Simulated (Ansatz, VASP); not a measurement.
## One calculation of LiF, two programs

```xyz
4
Lattice="3.0802 0.0000 0.0000 -1.5401 2.6675 0.0000 0.0000 0.0000 4.5088" Properties=species:S:1:pos:R:3 pbc="T T T"
Li    0.0000    1.7783    1.9000
Li    1.5401    0.8892    4.1544
F     0.0000    1.7783    4.4683
F     1.5401    0.8892    2.2139
```

Alike in both runs: task single point; functional LDA; k mesh 9 × 9 × 6; occupations gaussian, width 0.05 eV; no spin polarisation.

|  | VASP | Ansatz |
| --- | --- | --- |
| version | VASP 6.6.1 | Ansatz 0.2.0 |
| potentials or method | VASP PAW LDA potentials, release 64 (Li_sv, F), cutoff 520 eV | scalar-relativistic, plane waves, PAW |
| valence electrons in the cell | 20 | 20 |

```csv
,VASP,Ansatz,Ansatz less VASP
gap on the k mesh at the Fermi level (eV),7.61,7.62,+0.016
least direct gap on the mesh (eV),7.61,7.62,+0.016
rms of the force components (eV/Å),0.103,0.105,+0.0011
```

LDA's correlation is that of Perdew and Zunger in VASP and of Perdew and Wang (1992) in Ansatz. Atom by atom the forces differ by 0.001 eV/Å (rms over components).

Noted on VASP's run: the cutoff is under 1.25 times that of the potentials, so the pressure is a little rough.
